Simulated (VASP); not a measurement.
# BN (P6_3mc) in VASP: a series of runs, part 2 of 2

VASP 6.6.1. Earlier steps stand in the parts before.

## (3) Relaxation of the atoms, r2SCAN (strained cell)

File POSCAR:

```
BN
1.0
    2.5051775940      0.0000000000      0.0000000000
   -1.2525887970      2.1695474374      0.0000000000
    0.0000000000      0.0000000000      4.2140508624
B N
2 2
Direct
    0.3333333333      0.6666666667     -0.0001657249
    0.6666666667      0.3333333333      0.4998342751
    0.3333333333      0.6666666667      0.3741657249
    0.6666666667      0.3333333333      0.8741657249
```

File INCAR.step1:

```
PREC     = Accurate       # precision mode
ENCUT    = 520            # plane-wave cutoff, eV
ISMEAR   = 0              # smearing method
SIGMA    = 0.02           # smearing width, eV
LREAL    = F              # projectors in reciprocal space
LASPH    = T              # aspherical terms in the spheres
NELM     = 100            # most SCF steps
GGA      = PE             # functional
ALGO     = Normal         # electronic algorithm
EDIFF    = 1E-4           # SCF threshold, eV
LWAVE    = T              # write WAVECAR
LCHARG   = F              # write CHGCAR
```

File INCAR.step2:

```
PREC     = Accurate       # precision mode
ENCUT    = 520            # plane-wave cutoff, eV
EDIFF    = 1E-6           # SCF threshold, eV
ISMEAR   = 0              # smearing method
SIGMA    = 0.02           # smearing width, eV
LREAL    = F              # projectors in reciprocal space
LASPH    = T              # aspherical terms in the spheres
NELM     = 100            # most SCF steps
ALGO     = Normal         # electronic algorithm
ISIF     = 2              # what is computed and relaxed
LWAVE    = F              # write WAVECAR
LCHARG   = F              # write CHGCAR
METAGGA  = R2SCAN         # meta-GGA
LMIXTAU  = T            
IBRION   = 2              # ionic algorithm
NSW      = 60             # ionic steps
EDIFFG   = -0.002         # ionic threshold
ISTART   = 1
```

File KPOINTS:

```
Automatic mesh
0
Gamma
  9 9 6
```

Potentials or basis: VASP PAW PBE potentials, release 64 (B, N).

Run with:

```console
cat potpaw_PBE.64/B/POTCAR potpaw_PBE.64/N/POTCAR > POTCAR
cp INCAR.step1 INCAR
mpirun -np 1 vasp_std > vasp.out
cp INCAR.step2 INCAR
mpirun -np 1 vasp_std > vasp.out
```

OUTCAR:

```text
PREC = Accurate
   ENCUT = 520
   EDIFF = 1E-6
   ISMEAR = 0
   LREAL = F
   LASPH = T
   NELM = 100
   ISIF = 2
   METAGGA = R2SCAN
   IBRION = 2
   NSW = 60
   EDIFFG = -0.002
   ISTART = 1

 ion  position               nearest neighbor table
   1  0.333  0.667  1.000-   4 1.54   4 1.54   4 1.54   3 1.58
   2  0.667  0.333  0.500-   3 1.54   3 1.54   3 1.54   4 1.58
   3  0.333  0.667  0.374-   2 1.54   2 1.54   2 1.54   1 1.58
   4  0.667  0.333  0.874-   1 1.54   1 1.54   1 1.54   2 1.58

  LATTYP: Found a hexagonal cell.
 ALAT       =     2.5051775940
 C/A-ratio  =     1.6821365769

  Lattice vectors:

 A1 = (   2.5051775940,   0.0000000000,   0.0000000000)
 A2 = (  -1.2525887970,   2.1695474374,   0.0000000000)
 A3 = (   0.0000000000,   0.0000000000,   4.2140508624)

Analysis of symmetry for initial positions (statically):
=====================================================================
 Subroutine PRICEL returns:
 Original cell was already a primitive cell.

 Routine SETGRP: Setting up the symmetry group for a
 hexagonal supercell.

 Subroutine GETGRP returns: Found 12 space group operations
 (whereof  6 operations were pure point group operations)
 out of a pool of 24 trial point group operations.

The static configuration has the point symmetry C_3v.
 The point group associated with its full space group is C_6v.

Analysis of symmetry for dynamics (positions and initial velocities):
=====================================================================
 Subroutine PRICEL returns:
 Original cell was already a primitive cell.

 Routine SETGRP: Setting up the symmetry group for a
 hexagonal supercell.

 Subroutine GETGRP returns: Found 12 space group operations
 (whereof  6 operations were pure point group operations)
 out of a pool of 24 trial point group operations.

The dynamic configuration has the point symmetry C_3v.
 The point group associated with its full space group is C_6v.

 Subroutine INISYM returns: Found 12 space group operations
 (whereof  6 operations are pure point group operations),
 and found     1 'primitive' translations

----------------------------------------------------------------------------------------

                                     Primitive cell

  volume of cell :      22.9038

  direct lattice vectors                    reciprocal lattice vectors
     2.505177594  0.000000000  0.000000000     0.399173297  0.230462811  0.000000000
    -1.252588797  2.169547437  0.000000000     0.000000000  0.460925621  0.000000000
     0.000000000  0.000000000  4.214050862     0.000000000  0.000000000  0.237301360

  length of vectors
     2.505177594  2.505177594  4.214050862     0.460925621  0.460925621  0.237301360

  position of ions in fractional coordinates (direct lattice)
     0.333333333  0.666666667  0.999834275
     0.666666667  0.333333333  0.499834275
     0.333333333  0.666666667  0.374165725
     0.666666667  0.333333333  0.874165725

  ion indices of the primitive-cell ions
   primitive index   ion index
                 1           1
                 2           2
                 3           3
                 4           4

----------------------------------------------------------------------------------------

 KPOINTS: Automatic mesh
[... 57 lines left out ...]
   NGXF,Y,Z  is equivalent  to a cutoff of  26.54, 26.54, 25.25 a.u.
 SYSTEM =  unknown system
   PREC   = accura    normal or accurate (medium, high low for compatibility)
   ISTART =      1    job   : 0-new  1-cont  2-samecut
   ICHARG =      0    charge: 1-file 2-atom 10-const
   ISPIN  =      1    spin polarized calculation?
   LNONCOLLINEAR =      F non collinear calculations
   LSORBIT =      F    spin-orbit coupling
   LASPH  =      T    aspherical Exc in radial PAW
   ENCUT  =  520.0 eV  38.22 Ry    6.18 a.u.   4.66  4.66  7.84*2*pi/ulx,y,z
   NELM   =    100;   NELMIN=  2; NELMDL=  0     # of ELM steps
   EDIFF  = 0.1E-05   stopping-criterion for ELM
   LREAL  =      F    real-space projection
   EDIFFG = -.2E-02   stopping-criterion for IOM
   NSW    =     60    number of steps for IOM
   IBRION =      2    ionic relax: 0-MD 1-quasi-New 2-CG
   NFREE  =      1    steps in history (QN), initial steepest desc. (CG)
   ISIF   =      2    stress and relaxation
   ISYM   =      2    0-nonsym 1-usesym 2-fastsym
   POTIM  = 0.5000    time-step for ionic-motion
   TEBEG  =    0.0;   TEEND  =   0.0 temperature during run
   PSTRESS=    0.0 pullay stress
   NELECT =      16.0000    total number of electrons
   NUPDOWN=      -1.0000    fix difference up-down
   EMIN   =  10.00;   EMAX   =-10.00  energy-range for DOS
   EFERMI =   0.00;   METHOD = LEGACY
   ISMEAR =     0;   SIGMA  =   0.02  broadening in eV -4-tet -1-fermi 0-gaus
   EFERMI_NEDOS =   21; number of points for ismear=-14 and -15
   IALGO  =     38    algorithm
   IMIX   =      4    mixing-type and parameters
     AMIX     =   0.40;   BMIX     =  1.00
     AMIX_MAG =   1.60;   BMIX_MAG =  1.00
  volume/ion in A,a.u.               =       5.73        38.64
  Fermi-wavevector in a.u.,A,eV,Ry     =   1.452599  2.745014 28.708881  2.110043
  Thomas-Fermi vector in A             =   2.569962
   LORBIT       =      0    0 simple, 1 ext, 2 COOP (PROOUT), +10 PAW based schemes
   METAGGA = R2SCAN    functional components
   LHFCALC =     F    Hartree Fock is set to
   AEXX    =    0.0000 exact exchange contribution
   IVDW    =     0    specifies the selected vdW correction
   LEPSILON=     F    determine dielectric tensor
   LRPA    =     F    only Hartree local field effects (RPA)
 conjugate gradient relaxation of ions
 non-spin polarized calculation
 Gauss-broadening in eV      SIGMA  =   0.02
  energy-cutoff  :      520.00
  volume of cell :       22.90
 maximum number of plane-waves:       640
 NGX is ok and might be reduce to    20
   NGX =  9   NGY =  9   NGZ = 15

--------------------------------------- Ionic step        1  -------------------------------------------

 number of electron      15.9999997 magnetization

 Free energy of the ion-electron system (eV)
  ---------------------------------------------------
  ext. energy  EPLUGINS =         0.00000000
  ---------------------------------------------------
  free energy    TOTEN  =       -38.22012954 eV

  energy without entropy =      -38.22012954  energy(sigma->0) =      -38.22012954

------------------------ aborting loop because EDIFF is reached ----------------------------------------

  FORCE on cell =-STRESS in cart. coord.  units (eV):
  Direction    XX          YY          ZZ          XY          YZ          ZX
  --------------------------------------------------------------------------------------
  -------------------------------------------------------------------------------------
  Total        2.7707508      2.7707508      0.1987083      0.0000000      0.0000000      0.0000000
  in kB      193.8208975    193.8208975     13.9001426      0.0000000      0.0000000      0.0000000
  external PRESSURE =     133.8473126 kB  Pullay stress =       0.0000000 kB
[... 63 lines left out ...]
--------------------------------------- Ionic step        3  -------------------------------------------

 number of electron      15.9999997 magnetization

 Free energy of the ion-electron system (eV)
  ---------------------------------------------------
  ext. energy  EPLUGINS =         0.00000000
  ---------------------------------------------------
  free energy    TOTEN  =       -38.22013643 eV

  energy without entropy =      -38.22013643  energy(sigma->0) =      -38.22013643

 E-fermi :   8.0002     XC(G=0): -13.8026

 val. band max:        7.8245427880   @ k =   0.0000   0.0000   0.0000
 cond. band min:      13.4078908543   @ k =   0.3333   0.3333   0.0000
 fundamental gap:      5.5833480664
 Fermi energy:         8.0002359516

 k-point     1 :       0.0000    0.0000    0.0000
  band No.  band energies     occupation
      1     -14.0466      2.00000
      2      -9.8225      2.00000
      3      -3.8610      2.00000
      4       5.6742      2.00000
      5       5.6742      2.00000
      6       7.4438      2.00000
      7       7.8245      2.00000
      8       7.8245      2.00000
      9      16.7356      0.00000
     10      17.1701      0.00000
     11      17.1701      0.00000
     12      18.7647      0.00000
[... 331 lines left out ...]
 k-point    24 :       0.3333    0.3333    0.1667
  band No.  band energies     occupation
      1      -8.3489      2.00000
      2      -8.3489      2.00000
      3      -1.8306      2.00000
      4      -0.5456      2.00000
      5      -0.5456      2.00000
      6       1.4306      2.00000
      7       2.8334      2.00000
      8       2.8334      2.00000
      9      14.1675      0.00000
     10      20.5855      0.00000
     11      20.5855      0.00000
     12      22.5819      0.00000

 [... further k-points ...]
[... 5 lines left out ...]
  --------------------------------------------------------------------------------------
  -------------------------------------------------------------------------------------
  Total        2.7695469      2.7695469      0.1973571      0.0000000      0.0000000      0.0000000
  in kB      193.7366865    193.7366865     13.8056194      0.0000000      0.0000000      0.0000000
  external PRESSURE =     133.7596641 kB  Pullay stress =       0.0000000 kB
[... 19 lines left out ...]
  FREE ENERGIE OF THE ION-ELECTRON SYSTEM (eV)
  ---------------------------------------------------
  free  energy   TOTEN  =       -38.2201364267 eV

  energy  without entropy=      -38.2201364267  energy(sigma->0) =      -38.22013643

 reached required accuracy - stopping structural energy minimisation
```

Wall time 2.7 min (1 thread of AMD EPYC, shared host); peak memory 0.11 GiB.

What came out:

```yaml
Free_energy: -38.2201 eV
Energy_gained_by_relaxing: 0.0 meV/atom
Ionic_steps: 3
Pressure_after_relaxing: 13.4 GPa
Band_gap_on_the_k_mesh: 5.58 eV (least direct gap 8.91 eV)
```

Final structure:
```yaml
crystal:
  lattice:
    - [2.50518, 0.00000, 0.00000]
    - [-1.25259, 2.16955, 0.00000]
    - [0.00000, 0.00000, 4.21405]
  atoms:
    - { symbol: B, position: [0.33333, 0.66667, 0.99990] }
    - { symbol: B, position: [0.66667, 0.33333, 0.49990] }
    - { symbol: N, position: [0.33333, 0.66667, 0.37410] }
    - { symbol: N, position: [0.66667, 0.33333, 0.87410] }
```

Caveat: the cell differs from its parent crystal (strained cell); the PAW data sets were made with another functional, which shifts forces and pressure a little. A k mesh can miss the band edges.
